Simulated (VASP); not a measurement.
# KCl (Sylvite) (Fm-3m) in VASP: a series of runs, part 2 of 2

VASP 6.6.1. The steps go on from the part before.

### 3 Single point, PBE (volume changed by -10%)

The input, INCAR:

```
PREC = Accurate
ENCUT = 500
EDIFF = 1E-6
ISMEAR = 0
SIGMA = 0.01
LREAL = False
LASPH = True
NELM = 120
ALGO = Normal
ISIF = 2
LWAVE = False
LCHARG = False
GGA = PE
NBANDS = 15
GGA_COMPAT = False
```

The input, KPOINTS:

```
regular mesh
0
Gamma
  4 4 4
```

The input, POSCAR:

```
KCl
1.0
    0.0000000000      3.0363165049      3.0363165049
    3.0363165049      0.0000000000      3.0363165049
    3.0363165049      3.0363165049      0.0000000000
K Cl
1 1
Direct
    0.0000000000      0.0000000000      0.0000000000
    0.5000000000      0.5000000000      0.5000000000
```

Potentials or basis: VASP PAW PBE potentials, release 64 (K_sv, Cl).

The run is started by

```
cat potpaw_PBE.64/K_sv/POTCAR potpaw_PBE.64/Cl/POTCAR > POTCAR
mpirun -np 1 vasp_std > vasp.out
```

OUTCAR:

```text
PREC = Accurate
   ENCUT = 500
   EDIFF = 1E-6
   ISMEAR = 0
   LREAL = False
   LASPH = True
   NELM = 120
   ISIF = 2
   GGA = PE

 ion  position               nearest neighbor table
   1  0.000  0.000  0.000-   2 3.04   2 3.04   2 3.04   2 3.04   2 3.04   2 3.04
   2  0.500  0.500  0.500-   1 3.04   1 3.04   1 3.04   1 3.04   1 3.04   1 3.04

  LATTYP: Found a face centered cubic cell.
 ALAT       =     6.0726330098

  Lattice vectors:

 A1 = (   0.0000000000,   3.0363165049,   3.0363165049)
 A2 = (   3.0363165049,   0.0000000000,   3.0363165049)
 A3 = (   3.0363165049,   3.0363165049,   0.0000000000)

Analysis of symmetry for initial positions (statically):
=====================================================================
 Subroutine PRICEL returns:
 Original cell was already a primitive cell.

 Routine SETGRP: Setting up the symmetry group for a
 face centered cubic supercell.

 Subroutine GETGRP returns: Found 48 space group operations
 (whereof 48 operations were pure point group operations)
 out of a pool of 48 trial point group operations.

The static configuration has the point symmetry O_h .

Analysis of symmetry for dynamics (positions and initial velocities):
=====================================================================
 Subroutine PRICEL returns:
 Original cell was already a primitive cell.

 Routine SETGRP: Setting up the symmetry group for a
 face centered cubic supercell.

 Subroutine GETGRP returns: Found 48 space group operations
 (whereof 48 operations were pure point group operations)
 out of a pool of 48 trial point group operations.

The dynamic configuration has the point symmetry O_h .

 Subroutine INISYM returns: Found 48 space group operations
 (whereof 48 operations are pure point group operations),
 and found     1 'primitive' translations

----------------------------------------------------------------------------------------

                                     Primitive cell

  volume of cell :      55.9849

  direct lattice vectors                    reciprocal lattice vectors
     0.000000000  3.036316505  3.036316505    -0.164673215  0.164673215  0.164673215
     3.036316505  0.000000000  3.036316505     0.164673215 -0.164673215  0.164673215
     3.036316505  3.036316505  0.000000000     0.164673215  0.164673215 -0.164673215

  length of vectors
     4.293999981  4.293999981  4.293999981     0.285222375  0.285222375  0.285222375

  position of ions in fractional coordinates (direct lattice)
     0.000000000  0.000000000  0.000000000
     0.500000000  0.500000000  0.500000000

  ion indices of the primitive-cell ions
   primitive index   ion index
                 1           1
                 2           2

----------------------------------------------------------------------------------------

 KPOINTS: regular mesh

Automatic generation of k-mesh.
 Grid dimensions read from file:
 generate k-points for:    4    4    4

 Generating k-lattice:

  Cartesian coordinates                     Fractional coordinates (reciprocal lattice)
    -0.041168304  0.041168304  0.041168304     0.250000000  0.000000000  0.000000000
     0.041168304 -0.041168304  0.041168304     0.000000000  0.250000000  0.000000000
     0.041168304  0.041168304 -0.041168304     0.000000000  0.000000000  0.250000000

  Length of vectors
     0.071305594  0.071305594  0.071305594

[... 20 lines left out ...]
   total plane-waves  NPLWV =  32768
   dimension x,y,z NGX =    32 NGY =   32 NGZ =   32
   dimension x,y,z NGXF=    64 NGYF=   64 NGZF=   64
   ions per type =               1   1
   NGX,Y,Z   is equivalent  to a cutoff of  12.39, 12.39, 12.39 a.u.
   NGXF,Y,Z  is equivalent  to a cutoff of  24.78, 24.78, 24.78 a.u.
 SYSTEM =  unknown system
   PREC   = accura    normal or accurate (medium, high low for compatibility)
   ISTART =      0    job   : 0-new  1-cont  2-samecut
   ICHARG =      2    charge: 1-file 2-atom 10-const
   ISPIN  =      1    spin polarized calculation?
   LNONCOLLINEAR =      F non collinear calculations
   LSORBIT =      F    spin-orbit coupling
   LASPH  =      T    aspherical Exc in radial PAW
   ENCUT  =  500.0 eV  36.75 Ry    6.06 a.u.   7.83  7.83  7.83*2*pi/ulx,y,z
   NELM   =    120;   NELMIN=  2; NELMDL= -5     # of ELM steps
   EDIFF  = 0.1E-05   stopping-criterion for ELM
   LREAL  =      F    real-space projection
   EDIFFG = 0.1E-04   stopping-criterion for IOM
   NSW    =      0    number of steps for IOM
   IBRION =     -1    ionic relax: 0-MD 1-quasi-New 2-CG
   NFREE  =      0    steps in history (QN), initial steepest desc. (CG)
   ISIF   =      2    stress and relaxation
   ISYM   =      2    0-nonsym 1-usesym 2-fastsym
   POTIM  = 0.5000    time-step for ionic-motion
   TEBEG  =    0.0;   TEEND  =   0.0 temperature during run
   PSTRESS=    0.0 pullay stress
   NELECT =      16.0000    total number of electrons
   NUPDOWN=      -1.0000    fix difference up-down
   EMIN   =  10.00;   EMAX   =-10.00  energy-range for DOS
   EFERMI =   0.00;   METHOD = LEGACY
   ISMEAR =     0;   SIGMA  =   0.01  broadening in eV -4-tet -1-fermi 0-gaus
   EFERMI_NEDOS =   21; number of points for ismear=-14 and -15
   IALGO  =     38    algorithm
   IMIX   =      4    mixing-type and parameters
     AMIX     =   0.40;   BMIX     =  1.00
     AMIX_MAG =   1.60;   BMIX_MAG =  1.00
  volume/ion in A,a.u.               =      27.99       188.90
  Fermi-wavevector in a.u.,A,eV,Ry     =   1.078345  2.037777 15.821239  1.162828
  Thomas-Fermi vector in A             =   2.214281
   LORBIT       =      0    0 simple, 1 ext, 2 COOP (PROOUT), +10 PAW based schemes
   GGA     = PE    functional components
   LHFCALC =     F    Hartree Fock is set to
   AEXX    =    0.0000 exact exchange contribution
   IVDW    =     0    specifies the selected vdW correction
   LEPSILON=     F    determine dielectric tensor
   LRPA    =     F    only Hartree local field effects (RPA)
 non-spin polarized calculation
 Gauss-broadening in eV      SIGMA  =   0.01
  energy-cutoff  :      500.00
  volume of cell :       55.98
 maximum number of plane-waves:      1428
   NGX = 15   NGY = 15   NGZ = 15

 number of electron      16.0000000 magnetization

 Free energy of the ion-electron system (eV)
  ---------------------------------------------------
  ext. energy  EPLUGINS =         0.00000000
  ---------------------------------------------------
  free energy    TOTEN  =        -6.72164730 eV

  energy without entropy =       -6.72164730  energy(sigma->0) =       -6.72164730

 E-fermi :  -1.3231     XC(G=0):  -7.9868

 val. band max:       -1.3775356529   @ k =   0.0000   0.0000   0.0000
 cond. band min:       4.2014094077   @ k =   0.0000   0.0000   0.0000
 fundamental gap:      5.5789450606
 Fermi energy:        -1.3231400778

 k-point     1 :       0.0000    0.0000    0.0000
  band No.  band energies     occupation
      1     -28.3333      2.00000
      2     -13.6290      2.00000
      3     -11.7949      2.00000
      4     -11.7949      2.00000
      5     -11.7949      2.00000
      6      -1.3775      2.00000
      7      -1.3775      2.00000
      8      -1.3775      2.00000
      9       4.2014      0.00000
     10       7.0378      0.00000
     11       7.0378      0.00000
     12       7.0378      0.00000
     13       7.9759      0.00000
     14       7.9759      0.00000
[... 113 lines left out ...]
      2     -13.6253      2.00000
      3     -11.9446      2.00000
      4     -11.9446      2.00000
      5     -11.6765      2.00000
      6      -1.9749      2.00000
      7      -1.9053      2.00000
      8      -1.9053      2.00000
      9       6.8017      0.00000
     10       6.8017      0.00000
     11       8.5664      0.00000
     12       8.9704      0.00000
     13      10.7615      0.00000
     14      10.9876      0.00000
     15      11.2711      0.00000

------------------------ aborting loop because EDIFF is reached ----------------------------------------

  FORCE on cell =-STRESS in cart. coord.  units (eV):
  Direction    XX          YY          ZZ          XY          YZ          ZX
  --------------------------------------------------------------------------------------
  -------------------------------------------------------------------------------------
  Total        1.2323238      1.2323238      1.2323238      0.0000000     -0.0000000      0.0000000
  in kB       35.2666571     35.2666571     35.2666571      0.0000000     -0.0000000      0.0000000
  external PRESSURE =      35.2666571 kB  Pullay stress =       0.0000000 kB

 VOLUME and BASIS-vectors are now :
 -----------------------------------------------------------------------------
  energy-cutoff  :      500.00
  volume of cell :       55.98
      direct lattice vectors                 reciprocal lattice vectors
     0.000000000  3.036316505  3.036316505    -0.164673215  0.164673215  0.164673215
     3.036316505  0.000000000  3.036316505     0.164673215 -0.164673215  0.164673215
     3.036316505  3.036316505  0.000000000     0.164673215  0.164673215 -0.164673215

 POSITION                                       TOTAL-FORCE (eV/Angst)
 -----------------------------------------------------------------------------------
      0.00000      0.00000      0.00000         0.000000     -0.000000      0.000000
      3.03632      3.03632      3.03632        -0.000000      0.000000     -0.000000
 -----------------------------------------------------------------------------------
    total drift:                                0.000000     -0.000000     -0.000000

  FREE ENERGIE OF THE ION-ELECTRON SYSTEM (eV)
  ---------------------------------------------------
  free  energy   TOTEN  =        -6.7216473038 eV

  energy  without entropy=       -6.7216473038  energy(sigma->0) =       -6.72164730
```

OSZICAR:

```text
N       E                     dE             d eps       ncg     rms          rms(c)
DAV:   1     0.104298942016E+03    0.10430E+03   -0.70323E+03   240   0.936E+02
DAV:   2    -0.879421498053E+00   -0.10518E+03   -0.97245E+02   317   0.253E+02
DAV:   3    -0.678892457509E+01   -0.59095E+01   -0.58810E+01   333   0.510E+01
DAV:   4    -0.698902901416E+01   -0.20010E+00   -0.20007E+00   353   0.830E+00
DAV:   5    -0.699040345670E+01   -0.13744E-02   -0.13744E-02   325   0.780E-01    0.398E+00
DAV:   6    -0.672211617394E+01    0.26829E+00   -0.38751E-01   282   0.333E+00    0.324E+00
DAV:   7    -0.670956960393E+01    0.12547E-01   -0.10178E-01   310   0.187E+00    0.179E+00
DAV:   8    -0.672058638301E+01   -0.11017E-01   -0.15007E-02   279   0.939E-01    0.192E-01
DAV:   9    -0.672108662439E+01   -0.50024E-03   -0.62537E-04   324   0.155E-01    0.970E-02
DAV:  10    -0.672164005165E+01   -0.55343E-03   -0.61959E-04   247   0.151E-01    0.286E-02
DAV:  11    -0.672164448138E+01   -0.44297E-05   -0.23747E-05   326   0.303E-02    0.682E-03
DAV:  12    -0.672164723823E+01   -0.27569E-05   -0.42402E-06   254   0.142E-02    0.172E-03
DAV:  13    -0.672164730384E+01   -0.65615E-07   -0.12850E-07   197   0.242E-03
   1 F= -.67216473E+01 E0= -.67216473E+01  d E =-.373327E-16
```

stdout:

```text
POSCAR found type information on POSCAR K Cl
 POSCAR found :  2 types and       2 ions
 scaLAPACK will be used
 LDA part: xc-table for (Slater+PW92), standard interpolation
 POSCAR, INCAR and KPOINTS ok, starting setup
 FFT: planning ... GRIDC
 FFT: planning ... GRID_SOFT
 FFT: planning ... GRID
 WAVECAR not read
 entering main loop
```

Run time: 10 s. Hardware: 1 thread of Intel Xeon Platinum 8259CL at 2.50GHz (Skylake/Cascade Lake), shared host; peak memory 0.17 GiB.

Results:

```yaml
Free_energy: -6.7216 eV
Pressure: 3.5 GPa
Band_gap_on_the_k_mesh: 5.58 eV, direct
```

Caveat: the k points lie up to 0.45 Å⁻¹ apart.

### 4 Single point, PBE (volume changed by -5%)

The input, INCAR:

```
PREC = Accurate ; ENCUT = 500
EDIFF = 1E-6 ; ISMEAR = 0
SIGMA = 0.01 ; LREAL = F
LASPH = T ; NELM = 120
ALGO = Normal ; ISIF = 2
LWAVE = F ; LCHARG = F
GGA = PE ; NBANDS = 15
GGA_COMPAT = F
```

KPOINTS is that of step 3.

The input, POSCAR:

```
KCl
1.0
    0.0000000000      3.0915343214      3.0915343214
    3.0915343214      0.0000000000      3.0915343214
    3.0915343214      3.0915343214      0.0000000000
K Cl
1 1
Direct
    0.0000000000      0.0000000000      0.0000000000
    0.5000000000      0.5000000000      0.5000000000
```

The run is started by

```
cat potpaw_PBE.64/K_sv/POTCAR potpaw_PBE.64/Cl/POTCAR > POTCAR
mpirun -np 1 vasp_std > vasp.out
```

Run time: 11 s. Hardware: 1 thread of Intel Xeon Platinum 8259CL at 2.50GHz (Skylake/Cascade Lake), shared host; peak memory 0.17 GiB.

It converged, with:

| Item | Value |
| --- | --- |
| Free energy | -6.7754 eV |
| Pressure | 2.0 GPa |
| Band gap on the k mesh | 5.37 eV, direct |

Levels at points of the mesh, in eV from the valence-band top:
| k point | band 5 | band 6 | band 7 | band 8 | band 9 | band 10 | band 11 | band 12 |
| --- | --- | --- | --- | --- | --- | --- | --- | --- |
| (0.00, 0.00, 0.00) | -10.54 | 0.00 | 0.00 | 0.00 | 5.37 | 8.40 | 8.40 | 8.40 |
| (0.50, 0.00, 0.00) | -10.26 | -1.15 | -0.37 | -0.37 | 7.75 | 8.81 | 10.70 | 10.70 |
| (0.50, 0.50, 0.00) | -10.60 | -0.69 | -0.23 | -0.23 | 6.48 | 8.59 | 10.34 | 10.39 |

Caveat: the k points lie up to 0.44 Å⁻¹ apart.

### 5 Single point, PBE (volume changed by +5%)

The input, INCAR:

```
  ALGO = Normal
  EDIFF = 1E-6
  ENCUT = 500
  GGA = PE
  GGA_COMPAT = False
  ISIF = 2
  ISMEAR = 0
  LASPH = True
  LCHARG = False
  LREAL = False
  LWAVE = False
  NBANDS = 15
  NELM = 120
  PREC = Accurate
  SIGMA = 0.01
```

The input, KPOINTS:

```
k-points
0
Gamma
  4 4 4
```

The input, POSCAR:

```
KCl
1.0
    0.0000000000      3.1964111495      3.1964111495
    3.1964111495      0.0000000000      3.1964111495
    3.1964111495      3.1964111495      0.0000000000
K Cl
1 1
Direct
    0.0000000000      0.0000000000      0.0000000000
    0.5000000000      0.5000000000      0.5000000000
```

The run is started by

```
cat potpaw_PBE.64/K_sv/POTCAR potpaw_PBE.64/Cl/POTCAR > POTCAR
mpirun -np 1 vasp_std > vasp.out
```

Run time: 17 s. Hardware: 1 thread of Intel Xeon Platinum 8259CL at 2.50GHz (Skylake/Cascade Lake), shared host; peak memory 0.2 GiB.

The run converged. Its results:

* Free energy: -6.8106 eV
* Pressure: -0.1 GPa
* Band gap on the k mesh: 5.03 eV, direct

Levels at points of the mesh, in eV from the valence-band top:
| k point | band 4 | band 5 | band 6 | band 7 | band 8 | band 9 | band 10 | band 11 | band 12 | band 13 |
| --- | --- | --- | --- | --- | --- | --- | --- | --- | --- | --- |
| (0.00, 0.00, 0.00) | -10.78 | -10.78 | 0.00 | 0.00 | 0.00 | 5.03 | 8.35 | 8.35 | 8.35 | 9.20 |
| (0.50, 0.00, 0.00) | -10.78 | -10.56 | -0.97 | -0.29 | -0.29 | 7.45 | 8.41 | 10.37 | 10.37 | 11.24 |
| (0.50, 0.50, 0.00) | -10.82 | -10.82 | -0.63 | -0.21 | -0.21 | 6.56 | 8.13 | 9.79 | 10.14 | 10.43 |

Caveat: the k points lie up to 0.43 Å⁻¹ apart.

### 6 Single point, PBE (volume changed by +10%)

The input, INCAR:

```
SYSTEM = KCl
PREC = Accurate
ENCUT = 500
EDIFF = 1E-6
ISMEAR = 0
SIGMA = 0.01
LREAL = .FALSE.
LASPH = .TRUE.
NELM = 120
ALGO = Normal
ISIF = 2
LWAVE = .FALSE.
LCHARG = .TRUE.
GGA = PE
LELF = .TRUE.
LVHAR = .TRUE.
NBANDS = 15
GGA_COMPAT = .FALSE.
```

The input, KPOINTS:

```
regular mesh
0
G
  4 4 4
  0 0 0
```

The input, POSCAR:

```
KCl
1.0
    0.0000000000      3.2463631421      3.2463631421
    3.2463631421      0.0000000000      3.2463631421
    3.2463631421      3.2463631421      0.0000000000
K Cl
1 1
Direct
    0.0000000000      0.0000000000      0.0000000000
    0.5000000000      0.5000000000      0.5000000000
```

Potentials or basis: VASP PAW PBE potentials, release 64 (K_sv, Cl).

The run is started by

```
cat potpaw_PBE.64/K_sv/POTCAR potpaw_PBE.64/Cl/POTCAR > POTCAR
mpirun -np 1 vasp_std > vasp.out
```

Wall time 14 s (1 thread of Intel Xeon Platinum 8259CL at 2.50GHz (Skylake/Cascade Lake), shared host); peak memory 0.2 GiB.

Results (log left out):

| Property | Result |
| --- | --- |
| Free energy | -6.8033 eV |
| Pressure | -0.7 GPa |
| Band gap on the k mesh | 4.88 eV, direct |

Levels at points of the mesh, in eV from the valence-band top:
```tsv
k point	band 5	band 6	band 7	band 8	band 9	band 10	band 11	band 12
(0.00, 0.00, 0.00)	-10.90	0.00	0.00	0.00	4.88	8.31	8.31	8.31
(0.50, 0.00, 0.00)	-10.70	-0.90	-0.26	-0.26	7.31	8.22	10.21	10.21
(0.50, 0.50, 0.00)	-10.93	-0.59	-0.20	-0.20	6.59	7.93	9.53	10.04
```

### 7 Overview

```csv
cell,cutoff (eV),gap on the mesh (eV),pressure (GPa)
"a = 4.447 Å, angles 60.0°, 2 atoms",520,5.19,0.8
"a = 4.294 Å, angles 60.0°, 2 atoms",500,5.58,3.5
"a = 4.372 Å, angles 60.0°, 2 atoms",500,5.37,2.0
"a = 4.520 Å, angles 60.0°, 2 atoms",500,5.03,-0.1
"a = 4.591 Å, angles 60.0°, 2 atoms",500,4.88,-0.7
```

Alike in all rows: task single point; level PBE; potentials or basis VASP PAW PBE potentials, release 64 (K_sv, Cl); no spin polarisation; k mesh 4 × 4 × 4; smearing gaussian 0.01 eV.

Caveats: some runs use coarse meshes.

Total energies depend on the potentials used, so only differences within one code and one set of settings carry meaning.
